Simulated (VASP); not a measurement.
# Fe (P6/mmm) in VASP: further runs

Runs on Fe. Level: PBE. Tasks: single point, relaxation of cell and atoms.

Everything below comes from runs of VASP 6.6.1. Logs are shortened: lines on timing, memory, paths and dates and some standing lists are left out, and cuts for length are marked.

## 1. The cell of the first run

The structure is hexagonal, space group P6/mmm (No. 191). The conventional cell has a = 3.910 Å, b = 3.910 Å, c = 2.457 Å, α = 90.00°, β = 90.00°, γ = 120.00°. Fe (site symmetry 6/mmm) has 14 Fe at 2.46 to 2.57 Å within 3.2 Å. Within 3.0 Å of Fe (site symmetry -6m2) lie 11 Fe at 2.26 to 2.57 Å.

This isn't the form of Fe at room conditions, which is bcc.

## 2. Single point, PBE (10.84 Å³/atom)

The input, INCAR:

```
SYSTEM = Fe
PREC = Accurate ; ENCUT = 520
EDIFF = 1E-6 ; ISMEAR = -1
SIGMA = 0.1 ; LREAL = .FALSE.
LASPH = .TRUE. ; NELM = 80
ALGO = Normal ; ISIF = 2
LWAVE = .FALSE. ; LCHARG = .TRUE.
GGA = PE ; LELF = .TRUE.
LVHAR = .TRUE. ; NBANDS = 19
```

The input, KPOINTS:

```
Automatic mesh
0
G
  12 12 17
  0 0 0
```

The input, POSCAR:

```
Fe
1.0
    3.9096777314      0.0000000000      0.0000000000
   -1.9548388657      3.3858802360      0.0000000000
    0.0000000000      0.0000000000      2.4570284543
Fe
3
Direct
    1.0000000000      0.0000000000      0.0000000000
    0.3333333333      0.6666666667      0.5000000000
    0.6666666667      0.3333333333      0.5000000000
```

Potentials or basis: VASP PAW PBE potentials, release 64 (Fe).

The run is started by

```sh
> cat potpaw_PBE.64/Fe/POTCAR > POTCAR
> mpirun -np 1 vasp_std > vasp.out
```

OUTCAR:

```text
SYSTEM = Fe
   PREC = Accurate
   ENCUT = 520
   EDIFF = 1E-6
   ISMEAR = -1
   LREAL = .FALSE.
   LASPH = .TRUE.
   NELM = 80
   ISIF = 2
   GGA = PE

 ion  position               nearest neighbor table
   1  0.000  0.000  0.000-   2 2.57   3 2.57   2 2.57   3 2.57   2 2.57   2 2.57   3 2.57   3 2.57
                             3 2.57   3 2.57   2 2.57   2 2.57
   2  0.333  0.667  0.500-   3 2.26   3 2.26   3 2.26   1 2.57   1 2.57   1 2.57   1 2.57   1 2.57
                             1 2.57
   3  0.667  0.333  0.500-   2 2.26   2 2.26   2 2.26   1 2.57   1 2.57   1 2.57   1 2.57   1 2.57
                             1 2.57

  LATTYP: Found a hexagonal cell.
 ALAT       =     3.9096777314
 C/A-ratio  =     0.6284478218

  Lattice vectors:

 A1 = (   3.9096777314,   0.0000000000,   0.0000000000)
 A2 = (  -1.9548388657,   3.3858802360,   0.0000000000)
 A3 = (   0.0000000000,   0.0000000000,   2.4570284543)

Analysis of symmetry for initial positions (statically):
=====================================================================
 Subroutine PRICEL returns:
 Original cell was already a primitive cell.

 Routine SETGRP: Setting up the symmetry group for a
 hexagonal supercell.

 Subroutine GETGRP returns: Found 24 space group operations
 (whereof 24 operations were pure point group operations)
 out of a pool of 24 trial point group operations.

The static configuration has the point symmetry D_6h.

Analysis of symmetry for dynamics (positions and initial velocities):
=====================================================================
 Subroutine PRICEL returns:
 Original cell was already a primitive cell.

 Routine SETGRP: Setting up the symmetry group for a
 hexagonal supercell.

 Subroutine GETGRP returns: Found 24 space group operations
 (whereof 24 operations were pure point group operations)
 out of a pool of 24 trial point group operations.

The dynamic configuration has the point symmetry D_6h.

 Subroutine INISYM returns: Found 24 space group operations
 (whereof 24 operations are pure point group operations),
 and found     1 'primitive' translations

----------------------------------------------------------------------------------------

                                     Primitive cell

  volume of cell :      32.5254

  direct lattice vectors                    reciprocal lattice vectors
     3.909677731  0.000000000  0.000000000     0.255775557  0.147672087  0.000000000
    -1.954838866  3.385880236  0.000000000     0.000000000  0.295344174  0.000000000
     0.000000000  0.000000000  2.457028454     0.000000000  0.000000000  0.406995694

  length of vectors
     3.909677731  3.909677731  2.457028454     0.295344174  0.295344174  0.406995694

  position of ions in fractional coordinates (direct lattice)
     0.000000000  0.000000000  0.000000000
     0.333333333  0.666666667  0.500000000
     0.666666667  0.333333333  0.500000000

  ion indices of the primitive-cell ions
   primitive index   ion index
                 1           1
                 2           2
                 3           3

----------------------------------------------------------------------------------------

 KPOINTS: Automatic mesh

Automatic generation of k-mesh.
 Grid dimensions read from file:
 generate k-points for:   12   12   17

 Generating k-lattice:

  Cartesian coordinates                     Fractional coordinates (reciprocal lattice)
     0.021314630  0.012306007  0.000000000     0.083333333  0.000000000  0.000000000
     0.000000000  0.024612014  0.000000000     0.000000000  0.083333333  0.000000000
     0.000000000  0.000000000  0.023940923     0.000000000  0.000000000  0.058823529

  Length of vectors
     0.024612014  0.024612014  0.023940923

  Shift w.r.t. Gamma in fractional coordinates (k-lattice)
     0.000000000  0.000000000  0.000000000

 Subroutine IBZKPT returns following result:
 ===========================================

 Found    171 irreducible k-points:

 Following reciprocal coordinates:
            Coordinates               Weight
  0.000000  0.000000  0.000000      1.000000
  0.083333  0.000000  0.000000      6.000000
  0.166667  0.000000  0.000000      6.000000
  0.250000  0.000000  0.000000      6.000000
  0.333333  0.000000  0.000000      6.000000
  0.416667  0.000000  0.000000      6.000000
[... 16 lines left out ...]
  0.250000  0.000000  0.058824     12.000000
  0.333333  0.000000  0.058824     12.000000
 [... further k-points ...]
   k-points           NKPTS =    171   k-points in BZ     NKDIM =    171   number of bands    NBANDS=     19
   number of dos      NEDOS =    301   number of ions     NIONS =      3
   total plane-waves  NPLWV =  16200
   dimension x,y,z NGX =    30 NGY =   30 NGZ =   18
   dimension x,y,z NGXF=    60 NGYF=   60 NGZF=   36
   ions per type =               3
   NGX,Y,Z   is equivalent  to a cutoff of  12.76, 12.76, 12.18 a.u.
   NGXF,Y,Z  is equivalent  to a cutoff of  25.51, 25.51, 24.36 a.u.
 SYSTEM =  Fe
   PREC   = accura    normal or accurate (medium, high low for compatibility)
   ISTART =      0    job   : 0-new  1-cont  2-samecut
   ICHARG =      2    charge: 1-file 2-atom 10-const
   ISPIN  =      1    spin polarized calculation?
   LNONCOLLINEAR =      F non collinear calculations
   LSORBIT =      F    spin-orbit coupling
   LASPH  =      T    aspherical Exc in radial PAW
   ENCUT  =  520.0 eV  38.22 Ry    6.18 a.u.   7.27  7.27  4.57*2*pi/ulx,y,z
   NELM   =     80;   NELMIN=  2; NELMDL= -5     # of ELM steps
   EDIFF  = 0.1E-05   stopping-criterion for ELM
   LREAL  =      F    real-space projection
   EDIFFG = 0.1E-04   stopping-criterion for IOM
   NSW    =      0    number of steps for IOM
   IBRION =     -1    ionic relax: 0-MD 1-quasi-New 2-CG
   NFREE  =      0    steps in history (QN), initial steepest desc. (CG)
   ISIF   =      2    stress and relaxation
   ISYM   =      2    0-nonsym 1-usesym 2-fastsym
   POTIM  = 0.5000    time-step for ionic-motion
   TEBEG  =    0.0;   TEEND  =   0.0 temperature during run
   PSTRESS=    0.0 pullay stress
   NELECT =      24.0000    total number of electrons
   NUPDOWN=      -1.0000    fix difference up-down
   EMIN   =  10.00;   EMAX   =-10.00  energy-range for DOS
   EFERMI =   0.00;   METHOD = LEGACY
   ISMEAR =    -1;   SIGMA  =   0.10  broadening in eV -4-tet -1-fermi 0-gaus
   EFERMI_NEDOS =   21; number of points for ismear=-14 and -15
   IALGO  =     38    algorithm
   IMIX   =      4    mixing-type and parameters
     AMIX     =   0.40;   BMIX     =  1.00
     AMIX_MAG =   1.60;   BMIX_MAG =  1.00
  volume/ion in A,a.u.               =      10.84        73.16
  Fermi-wavevector in a.u.,A,eV,Ry     =   1.479350  2.795567 29.776038  2.188477
  Thomas-Fermi vector in A             =   2.593519
   LORBIT       =      0    0 simple, 1 ext, 2 COOP (PROOUT), +10 PAW based schemes
   GGA     = PE    functional components
   LHFCALC =     F    Hartree Fock is set to
   AEXX    =    0.0000 exact exchange contribution
   IVDW    =     0    specifies the selected vdW correction
   LEPSILON=     F    determine dielectric tensor
   LRPA    =     F    only Hartree local field effects (RPA)
 non-spin polarized calculation
  energy-cutoff  :      520.00
  volume of cell :       32.53
 maximum number of plane-waves:       915
 NGX is ok and might be reduce to    30
   NGX = 15   NGY = 15   NGZ =  9

 number of electron      23.9999983 magnetization

 Free energy of the ion-electron system (eV)
  ---------------------------------------------------
  ext. energy  EPLUGINS =         0.00000000
  ---------------------------------------------------
  free energy    TOTEN  =       -23.99772120 eV

  energy without entropy =      -23.80537275  energy(sigma->0) =      -23.90154697

 E-fermi :   6.3438     XC(G=0): -13.4196

 val. band max:        6.3371989486   @ k =   0.4167   0.0833   0.1765
 cond. band min:       6.3443735150   @ k =   0.2500   0.0000   0.0588
 fundamental gap:      0.0071745664
 Fermi energy:         6.3438374264

 k-point     1 :       0.0000    0.0000    0.0000
  band No.  band energies     occupation
      1      -2.3122      2.00000
      2       2.2211      2.00000
      3       3.6562      2.00000
      4       3.6562      2.00000
      5       3.6954      2.00000
      6       3.6954      2.00000
[... 11 lines left out ...]
     18      13.9587      0.00000
     19      13.9591      0.00000

 k-point     2 :       0.0833    0.0000    0.0000
  band No.  band energies     occupation
      1      -2.2101      2.00000
      2       2.2412      2.00000
      3       3.3219      2.00000
      4       3.4641      2.00000
      5       3.7607      2.00000
      6       3.9938      2.00000
[... 11 lines left out ...]
     18      12.6393      0.00000
     19      14.8312      0.00000

 k-point     3 :       0.1667    0.0000    0.0000
  band No.  band energies     occupation
      1      -1.9085      2.00000
      2       2.2617      2.00000
      3       2.9401      2.00000
      4       3.3542      2.00000
      5       3.5388      2.00000
      6       4.2943      2.00000
[... 11 lines left out ...]
     18      11.3924      0.00000
     19      14.9305      0.00000

 k-point     4 :       0.2500    0.0000    0.0000
  band No.  band energies     occupation
      1      -1.4218      2.00000
      2       2.1307      2.00000
      3       2.7007      2.00000
      4       3.2415      2.00000
      5       3.3339      2.00000
      6       4.2429      2.00000
[... 407 lines left out ...]
     18      11.5115      0.00000
     19      14.9599      0.00000

 k-point    23 :       0.2500    0.0000    0.0588
  band No.  band energies     occupation
      1      -1.3320      2.00000
      2       2.1897      2.00000
      3       2.7351      2.00000
      4       3.2310      2.00000
      5       3.3176      2.00000
      6       4.2906      2.00000
[... 11 lines left out ...]
     18      10.3632      0.00000
     19      14.8875      0.00000

 k-point    24 :       0.3333    0.0000    0.0588
  band No.  band energies     occupation
      1      -0.6915      2.00000
      2       1.9141      2.00000
      3       2.3959      2.00000
      4       3.1969      2.00000
      5       3.3731      2.00000
      6       4.1451      2.00000
[... 11 lines left out ...]
     18       9.3098      0.00000
     19      14.8308      0.00000

 [... further k-points ...]

------------------------ aborting loop because EDIFF is reached ----------------------------------------

  FORCE on cell =-STRESS in cart. coord.  units (eV):
  Direction    XX          YY          ZZ          XY          YZ          ZX
  --------------------------------------------------------------------------------------
  -------------------------------------------------------------------------------------
  Total       -2.1120872     -2.1120872     -1.9598376     -0.0000000      0.0000000      0.0000000
  in kB     -104.0398408   -104.0398408    -96.5401432     -0.0000000      0.0000000      0.0000000
  external PRESSURE =    -101.5399416 kB  Pullay stress =       0.0000000 kB

 VOLUME and BASIS-vectors are now :
 -----------------------------------------------------------------------------
  energy-cutoff  :      520.00
  volume of cell :       32.53
      direct lattice vectors                 reciprocal lattice vectors
     3.909677731  0.000000000  0.000000000     0.255775557  0.147672087  0.000000000
    -1.954838866  3.385880236  0.000000000     0.000000000  0.295344174  0.000000000
     0.000000000  0.000000000  2.457028454     0.000000000  0.000000000  0.406995694

 POSITION                                       TOTAL-FORCE (eV/Angst)
 -----------------------------------------------------------------------------------
      0.00000      0.00000      0.00000        -0.000000      0.000000      0.000000
     -0.00000      2.25725      1.22851         0.000000      0.000000     -0.000000
      1.95484      1.12863      1.22851        -0.000000     -0.000000      0.000000
 -----------------------------------------------------------------------------------
    total drift:                               -0.000000      0.000000      0.000000

  FREE ENERGIE OF THE ION-ELECTRON SYSTEM (eV)
  ---------------------------------------------------
  free  energy   TOTEN  =       -23.9977211987 eV

  energy  without entropy=      -23.8053727486  energy(sigma->0) =      -23.90154697
```

Run time: 47 s. Hardware: 1 thread of Intel Xeon 6975P-C (Granite Rapids), shared host; peak memory 0.21 GiB.

What came out:

```yaml
Free_energy: -23.9977 eV
Pressure: -10.2 GPa
Band_gap_on_the_k_mesh: zero (bands 12 and 13 overlap by 1.35 eV)
```

Levels at points of the mesh, in eV from the Fermi level:
```csv
k point,band 10,band 11,band 12,band 13,band 14,band 15
"(0.00, 0.00, 0.00)",-1.24,-0.80,-0.80,-0.72,-0.72,0.89
"(0.50, 0.00, 0.00)",-0.67,-0.61,0.23,0.44,0.47,0.47
```

Caveat: the cell stands under tension; the run has no spin polarisation, though such a crystal can be magnetic.

[end of part 1 of 2]
